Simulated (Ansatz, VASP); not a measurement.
**One calculation of Ca, two programs**

```
CELL_PARAMETERS angstrom
3.75800 0.00000 0.00000
-1.87900 3.25453 0.00000
0.00000 0.00000 3.51426
ATOMIC_POSITIONS crystal
Ca 0.00000 0.00000 0.00000
```

Alike in both runs: task single point; functional PBE; k mesh 12 × 12 × 11; occupations fermi-dirac, width 0.08 eV; no spin polarisation.

|  | VASP | Ansatz |
| --- | --- | --- |
| version | VASP 6.6.1 | Ansatz 0.2.0 |
| potentials or method | VASP PAW PBE potentials, release 64 (Ca_sv), cutoff 520 eV | all-electron LAPW, scalar-relativistic |

```csv
,VASP,Ansatz,Ansatz less VASP
pressure (GPa),0.0,0.0,+0.01
```

Ansatz ran all-electron here, and VASP with PAW potentials.
